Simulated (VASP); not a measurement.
# Li (P4/mbm) in VASP: notebook, part 2 of 2

VASP 6.6.1. The steps go on from the part before.

### Step 3. Single point, PBE

This run uses another cell than the first one, of 20.78 Å³/atom.

Contents of INCAR:

```
SYSTEM = Li
  PREC = Accurate
  ENCUT = 520
  EDIFF = 1E-7
  ISMEAR = 0
  SIGMA = 0.1
  LREAL = .False.
  LASPH = .True.
  NELM = 100
  ALGO = Normal
  ISIF = 2
  LWAVE = .False.
  LCHARG = .False.
  GGA = PE
  NBANDS = 26
```

Contents of KPOINTS:

```
regular mesh
0
Gamma
  2 2 6
  0 0 0
```

Contents of POSCAR:

```
Li
1.0
    7.6746345725      0.0000000000      0.0000000000
    0.0000000000      7.6746345725      0.0000000000
    0.0000000000      0.0000000000      3.5274928473
Li
10
Direct
    0.6664842694      0.8335157306      0.5000000000
    0.8335157306      0.3335157306      0.5000000000
    0.3335157306      0.1664842694      0.5000000000
    0.1664842694      0.6664842694      0.5000000000
    0.5000000000      0.5000000000      0.0000000000
    0.0000000000      0.0000000000      0.0000000000
    0.6326725702      0.1326725702      0.0000000000
    0.8673274298      0.6326725702      0.0000000000
    0.1326725702      0.3673274298      0.0000000000
    0.3673274298      0.8673274298      0.0000000000
```

Potentials or basis: VASP PAW PBE potentials, release 64 (Li_sv).

Launch:

```sh
$ cat potpaw_PBE.64/Li_sv/POTCAR > POTCAR
$ mpirun -np 1 vasp_std > vasp.out
```

OUTCAR:

```text
SYSTEM = Li
   PREC = Accurate
   ENCUT = 520
   EDIFF = 1E-7
   ISMEAR = 0
   LREAL = .False.
   LASPH = .True.
   NELM = 100
   ISIF = 2
   GGA = PE

 ion  position               nearest neighbor table
   1  0.666  0.834  0.500-
   2  0.834  0.334  0.500-
   3  0.334  0.166  0.500-
   4  0.166  0.666  0.500-
   5  0.500  0.500  0.000-
   6  0.000  0.000  0.000-
   7  0.633  0.133  0.000-
   8  0.867  0.633  0.000-
   9  0.133  0.367  0.000-
  10  0.367  0.867  0.000-

  LATTYP: Found a simple tetragonal cell.
 ALAT       =     7.6746345725
 C/A-ratio  =     0.4596300728

  Lattice vectors:

 A1 = (   7.6746345725,   0.0000000000,   0.0000000000)
 A2 = (   0.0000000000,   7.6746345725,   0.0000000000)
 A3 = (   0.0000000000,   0.0000000000,   3.5274928473)

Analysis of symmetry for initial positions (statically):
[... 181 lines left out ...]
 val. band max:        0.3964034283   @ k =   0.5000   0.0000   0.3333
 cond. band min:       0.5006379491   @ k =   0.0000   0.0000   0.5000
 fundamental gap:      0.1042345208
 Fermi energy:         0.4255639182

 k-point     1 :       0.0000    0.0000    0.0000
  band No.  band energies     occupation
      1     -46.1617      2.00000
      2     -46.1615      2.00000
      3     -46.0567      2.00000
      4     -46.0524      2.00000
      5     -46.0473      2.00000
      6     -46.0473      2.00000
[... 337 lines left out ...]
     25       4.7193      0.00000
     26       4.7194      0.00000

------------------------ aborting loop because EDIFF is reached ----------------------------------------

  FORCE on cell =-STRESS in cart. coord.  units (eV):
  Direction    XX          YY          ZZ          XY          YZ          ZX
  --------------------------------------------------------------------------------------
  -------------------------------------------------------------------------------------
  Total       -0.0953504     -0.0953504     -0.0933190      0.0000000      0.0000000      0.0000000
  in kB       -0.7352779     -0.7352779     -0.7196133      0.0000000      0.0000000      0.0000000
  external PRESSURE =      -0.7300563 kB  Pullay stress =       0.0000000 kB

 VOLUME and BASIS-vectors are now :
 -----------------------------------------------------------------------------
  energy-cutoff  :      520.00
  volume of cell :      207.77
      direct lattice vectors                 reciprocal lattice vectors
     7.674634572  0.000000000  0.000000000     0.130299364  0.000000000  0.000000000
     0.000000000  7.674634572  0.000000000     0.000000000  0.130299364  0.000000000
     0.000000000  0.000000000  3.527492847     0.000000000  0.000000000  0.283487464

 POSITION                                       TOTAL-FORCE (eV/Angst)
 -----------------------------------------------------------------------------------
      5.11502      6.39693      1.76375         0.000970     -0.000970      0.000000
      6.39693      2.55961      1.76375        -0.000970     -0.000970     -0.000000
      2.55961      1.27771      1.76375        -0.000970      0.000970     -0.000000
      1.27771      5.11502      1.76375         0.000970      0.000970     -0.000000
      3.83732      3.83732      0.00000         0.000000      0.000000     -0.000000
      0.00000      0.00000      0.00000         0.000000      0.000000     -0.000000
      4.85553      1.01821      0.00000        -0.000310     -0.000310     -0.000000
      6.65642      4.85553      0.00000         0.000310     -0.000310     -0.000000
      1.01821      2.81910      0.00000        -0.000310      0.000310      0.000000
      2.81910      6.65642      0.00000         0.000310      0.000310      0.000000
 -----------------------------------------------------------------------------------
    total drift:                                0.000000      0.000000      0.000000

  FREE ENERGIE OF THE ION-ELECTRON SYSTEM (eV)
  ---------------------------------------------------
  free  energy   TOTEN  =       -18.8033569634 eV

  energy  without entropy=      -18.7794667634  energy(sigma->0) =      -18.79141186
```

It took 65 s on 1 thread of AMD EPYC 7R13 (Zen 3), shared host; peak memory 0.28 GiB.

What came out:

* Free energy: -18.8034 eV
* Band gap on the k mesh: zero (bands 15 and 16 overlap by 1.98 eV)

Levels at points of the mesh, in eV from the Fermi level:
```tsv
k point	band 13	band 14	band 15	band 16	band 17	band 18
(0.00, 0.00, 0.00)	-1.45	-1.45	-1.35	0.19	0.19	0.50
(0.50, 0.00, 0.00)	-1.04	-1.04	-0.97	-0.97	0.74	0.74
(0.50, 0.50, 0.00)	-2.38	-2.38	0.76	0.76	0.81	0.81
(0.00, 0.00, 0.50)	0.08	0.21	0.21	0.33	0.77	1.00
(0.50, 0.00, 0.50)	-0.64	-0.64	0.40	0.40	0.64	0.64
(0.50, 0.50, 0.50)	-0.30	-0.30	-0.17	-0.17	-0.08	-0.08
```

Caveat: the k points lie up to 0.41 Å⁻¹ apart, too coarse for converged energies and pressures of a metal; the cutoff is under 1.25 times the usual one of these potentials, so pressure, stress and relaxed cells hold a basis-set (Pulay) error.

### Step 4. Single point, PBE

This run uses another cell than the first one, of 20.86 Å³/atom.

Contents of INCAR:

```
SYSTEM = Li
PREC     = Accurate       ! precision mode
ENCUT    = 520            ! plane-wave cutoff, eV
EDIFF    = 1E-6           ! SCF threshold, eV
ISMEAR   = 0              ! smearing method
SIGMA    = 0.1            ! smearing width, eV
LREAL    = .FALSE.        ! projectors in reciprocal space
LASPH    = .TRUE.         ! aspherical terms in the spheres
NELM     = 60             ! most SCF steps
ALGO     = Normal         ! electronic algorithm
ISIF     = 2              ! what is computed and relaxed
LWAVE    = .FALSE.        ! write WAVECAR
LCHARG   = .FALSE.        ! write CHGCAR
GGA      = PE             ! functional
NBANDS   = 26             ! bands
```

Contents of KPOINTS:

```
Automatic mesh
0
G
  4 4 4
  0 0 0
```

Contents of POSCAR:

```
Li
1.0
    7.4889195028      0.0000000000      0.0000000000
    0.0000000000      7.4889195028      0.0000000000
    0.0000000000      0.0000000000      3.7203164688
Li
10
Direct
    0.6685427087      0.8314572913      0.5000000000
    0.8314572913      0.3314572913      0.5000000000
    0.3314572913      0.1685427087      0.5000000000
    0.1685427087      0.6685427087      0.5000000000
    0.5000000000      0.5000000000      0.0000000000
    0.0000000000      0.0000000000      0.0000000000
    0.6330317029      0.1330317029      0.0000000000
    0.8669682971      0.6330317029      0.0000000000
    0.1330317029      0.3669682971      0.0000000000
    0.3669682971      0.8669682971      0.0000000000
```

Launch:

```sh
$ cat potpaw_PBE.64/Li_sv/POTCAR > POTCAR
$ mpirun -np 1 vasp_std > vasp.out
```

Run time: 66 s. Hardware: 1 thread of AMD EPYC 7R13 (Zen 3), shared host; peak memory 0.25 GiB.

The run converged. Its results:

```
Free energy            : -18.5762 eV
Largest force          : 0.040 eV/Å
Band gap on the k mesh : zero (bands 15 and 16 overlap by 2.04 eV)
```

Forces in eV/Å, atoms in the order of the input:
```
Li  -0.011  0.011  0.000
Li   0.011  0.011  0.000
Li   0.011 -0.011  0.000
Li  -0.011 -0.011  0.000
Li   0.000  0.000  0.000
Li   0.000  0.000  0.000
Li  -0.028 -0.028  0.000
Li   0.028 -0.028  0.000
Li  -0.028  0.028  0.000
Li   0.028  0.028  0.000
```

Levels at points of the mesh, in eV from the Fermi level:
| k point | band 13 | band 14 | band 15 | band 16 | band 17 | band 18 |
| --- | --- | --- | --- | --- | --- | --- |
| (0.00, 0.00, 0.00) | -1.47 | -1.47 | -1.39 | 0.24 | 0.24 | 0.67 |
| (0.50, 0.00, 0.00) | -1.03 | -1.03 | -0.96 | -0.96 | 0.86 | 0.86 |
| (0.50, 0.50, 0.00) | -2.45 | -2.45 | 0.86 | 0.86 | 0.97 | 0.97 |
| (0.00, 0.00, 0.50) | -0.10 | -0.04 | -0.04 | 0.16 | 0.52 | 0.82 |
| (0.50, 0.00, 0.50) | -0.97 | -0.97 | 0.18 | 0.18 | 0.47 | 0.47 |
| (0.50, 0.50, 0.50) | -0.54 | -0.54 | -0.44 | -0.44 | -0.40 | -0.40 |

Caveat: the k points lie up to 0.42 Å⁻¹ apart, too coarse for converged energies and pressures of a metal; the cutoff is under 1.25 times the usual one of these potentials, so pressure, stress and relaxed cells hold a basis-set (Pulay) error.

### Step 5. Single point, PBE

INCAR is that of step 4.

KPOINTS is that of step 4.

Contents of POSCAR:

```
Li
1.0
    7.2155649300      0.0000000000      0.0000000000
    0.0000000000      7.2155649300      0.0000000000
    0.0000000000      0.0000000000      4.0440315100
Li
10
Direct
    0.6759473900      0.8240526100      0.5000000000
    0.8240526100      0.3240526100      0.5000000000
    0.3240526100      0.1759473900      0.5000000000
    0.1759473900      0.6759473900      0.5000000000
    0.5000000000      0.5000000000      0.0000000000
    0.0000000000      0.0000000000      0.0000000000
    0.6090464600      0.1090464600      0.0000000000
    0.8909535400      0.6090464600      0.0000000000
    0.1090464600      0.3909535400      0.0000000000
    0.3909535400      0.8909535400      0.0000000000
```

Potentials or basis: VASP PAW PBE potentials, release 64 (Li_sv).

Launch:

```sh
$ cat potpaw_PBE.64/Li_sv/POTCAR > POTCAR
$ mpirun -np 1 vasp_std > vasp.out
```

OUTCAR:

```text
SYSTEM = Li
   PREC = Accurate
   ENCUT = 520
   EDIFF = 1E-6
   ISMEAR = 0
   LREAL = .FALSE.
   LASPH = .TRUE.
   NELM = 60
   ISIF = 2
   GGA = PE

 ion  position               nearest neighbor table
   1  0.676  0.824  0.500-
   2  0.824  0.324  0.500-
   3  0.324  0.176  0.500-
   4  0.176  0.676  0.500-
   5  0.500  0.500  0.000-
   6  0.000  0.000  0.000-
   7  0.609  0.109  0.000-  10 2.23
   8  0.891  0.609  0.000-   9 2.23
   9  0.109  0.391  0.000-   8 2.23
  10  0.391  0.891  0.000-   7 2.23

  LATTYP: Found a simple tetragonal cell.
 ALAT       =     7.2155649300
 C/A-ratio  =     0.5604594442

  Lattice vectors:

 A1 = (   7.2155649300,   0.0000000000,   0.0000000000)
 A2 = (   0.0000000000,   7.2155649300,   0.0000000000)
 A3 = (   0.0000000000,   0.0000000000,   4.0440315100)

Analysis of symmetry for initial positions (statically):
=====================================================================
[... 190 lines left out ...]

 k-point     1 :       0.0000    0.0000    0.0000
  band No.  band energies     occupation
      1     -46.2970      2.00000
      2     -46.2951      2.00000
      3     -46.2696      2.00000
      4     -46.2687      2.00000
      5     -46.2000      2.00000
      6     -46.2000      2.00000
[... 511 lines left out ...]
     25       4.7929      0.00000
     26       4.8318      0.00000

------------------------ aborting loop because EDIFF is reached ----------------------------------------

  FORCE on cell =-STRESS in cart. coord.  units (eV):
  Direction    XX          YY          ZZ          XY          YZ          ZX
  --------------------------------------------------------------------------------------
  -------------------------------------------------------------------------------------
  Total        1.1992608      1.1992608     -1.8838297      0.0000000     -0.0000000      0.0000000
  in kB        9.1257597      9.1257597    -14.3349774      0.0000000     -0.0000000      0.0000000
  external PRESSURE =       1.3055140 kB  Pullay stress =       0.0000000 kB

 VOLUME and BASIS-vectors are now :
 -----------------------------------------------------------------------------
  energy-cutoff  :      520.00
  volume of cell :      210.55
      direct lattice vectors                 reciprocal lattice vectors
     7.215564930  0.000000000  0.000000000     0.138589287  0.000000000  0.000000000
     0.000000000  7.215564930  0.000000000     0.000000000  0.138589287  0.000000000
     0.000000000  0.000000000  4.044031510     0.000000000  0.000000000  0.247277994

 POSITION                                       TOTAL-FORCE (eV/Angst)
 -----------------------------------------------------------------------------------
      4.87734      5.94601      2.02202         0.130813     -0.130813      0.000000
      5.94601      2.33822      2.02202        -0.130813     -0.130813     -0.000000
      2.33822      1.26956      2.02202        -0.130813      0.130813     -0.000000
      1.26956      4.87734      2.02202         0.130813      0.130813     -0.000000
      3.60778      3.60778      0.00000         0.000000      0.000000     -0.000000
      0.00000      0.00000      0.00000         0.000000      0.000000     -0.000000
      4.39461      0.78683      0.00000         0.671812      0.671812     -0.000000
      6.42873      4.39461      0.00000        -0.671812      0.671812      0.000000
      0.78683      2.82095      0.00000         0.671812     -0.671812     -0.000000
      2.82095      6.42873      0.00000        -0.671812     -0.671812     -0.000000
 -----------------------------------------------------------------------------------
    total drift:                                0.000000     -0.000000     -0.000000

  FREE ENERGIE OF THE ION-ELECTRON SYSTEM (eV)
  ---------------------------------------------------
  free  energy   TOTEN  =       -18.1119198069 eV

  energy  without entropy=      -18.0914391083  energy(sigma->0) =      -18.10167946
```

OSZICAR:

```text
N       E                     dE             d eps       ncg     rms          rms(c)
DAV:   1     0.156012792953E+03    0.15601E+03   -0.12829E+04   944   0.113E+03
DAV:   2     0.237429889218E+02   -0.13227E+03   -0.12378E+03   970   0.296E+02
DAV:   3    -0.122834548538E+02   -0.36026E+02   -0.34978E+02  1788   0.702E+01
DAV:   4    -0.174623863262E+02   -0.51789E+01   -0.51182E+01  1538   0.500E+01
DAV:   5    -0.182751416437E+02   -0.81276E+00   -0.81243E+00  1704   0.122E+01    0.157E+00
DAV:   6    -0.181450148898E+02    0.13013E+00   -0.20984E-01  1346   0.274E+00    0.769E-01
DAV:   7    -0.181104875486E+02    0.34527E-01   -0.94444E-02  1448   0.101E+00    0.144E-01
DAV:   8    -0.181119154031E+02   -0.14279E-02   -0.20568E-02  1472   0.464E-01    0.115E-01
DAV:   9    -0.181119264459E+02   -0.11043E-04   -0.54950E-04  1488   0.109E-01    0.668E-02
DAV:  10    -0.181119131293E+02    0.13317E-04   -0.89947E-05  1604   0.530E-02    0.207E-02
DAV:  11    -0.181119192334E+02   -0.61041E-05   -0.30796E-05  1330   0.338E-02    0.490E-03
DAV:  12    -0.181119198069E+02   -0.57350E-06   -0.45422E-06  1386   0.115E-02
   1 F= -.18111920E+02 E0= -.18101679E+02  d E =-.204807E-01
```

Wall time 72 s (1 thread of AMD EPYC 7R13 (Zen 3), shared host); peak memory 0.25 GiB.

What came out:

- Free energy: -18.1119 eV
- Largest force: 0.950 eV/Å
- Band gap on the k mesh: zero (bands 15 and 16 overlap by 2.08 eV)

Forces in eV/Å, atoms in the order of the input:
```
Li   0.131 -0.131  0.000
Li  -0.131 -0.131  0.000
Li  -0.131  0.131  0.000
Li   0.131  0.131  0.000
Li   0.000  0.000  0.000
Li   0.000  0.000  0.000
Li   0.672  0.672  0.000
Li  -0.672  0.672  0.000
Li   0.672 -0.672  0.000
Li  -0.672 -0.672  0.000
```

Caveat: the k points lie up to 0.39 Å⁻¹ apart, too coarse for converged energies and pressures of a metal; the cutoff is under 1.25 times the usual one of these potentials, so pressure, stress and relaxed cells hold a basis-set (Pulay) error.

### Step 6. Summary

| task | cell | k mesh | cutoff (eV) | gap on the mesh (eV) | largest force (eV/Å) |
| --- | --- | --- | --- | --- | --- |
| relaxation of cell and atoms | relaxed from a = 7.216, b = 7.216, c = 4.044 Å, 10 atoms, atomic positions A | 4 × 4 × 4 | 600 | none | 0.04 |
| single point | a = 7.675, b = 7.675, c = 3.527 Å, 10 atoms, atomic positions B | 2 × 2 × 6 | 520 | none | - |
| single point | a = 7.489, b = 7.489, c = 3.720 Å, 10 atoms, atomic positions C | 4 × 4 × 4 | 520 | none | 0.04 |
| single point | a = 7.216, b = 7.216, c = 4.044 Å, 10 atoms, atomic positions A | 4 × 4 × 4 | 520 | none | 0.95 |

Alike in all rows: level PBE; potentials or basis VASP PAW PBE potentials, release 64 (Li_sv); no spin polarisation; smearing gaussian 0.1 eV.

Caveats: all runs use coarse meshes; the cutoff is under 1.25 times the usual one of these potentials, so pressure, stress and relaxed cells hold a basis-set (Pulay) error.

Total energies depend on the potentials used, so only differences within one code and one set of settings carry meaning.

The gap in the log of VASP goes by the Fermi energy; the results here count the filled bands.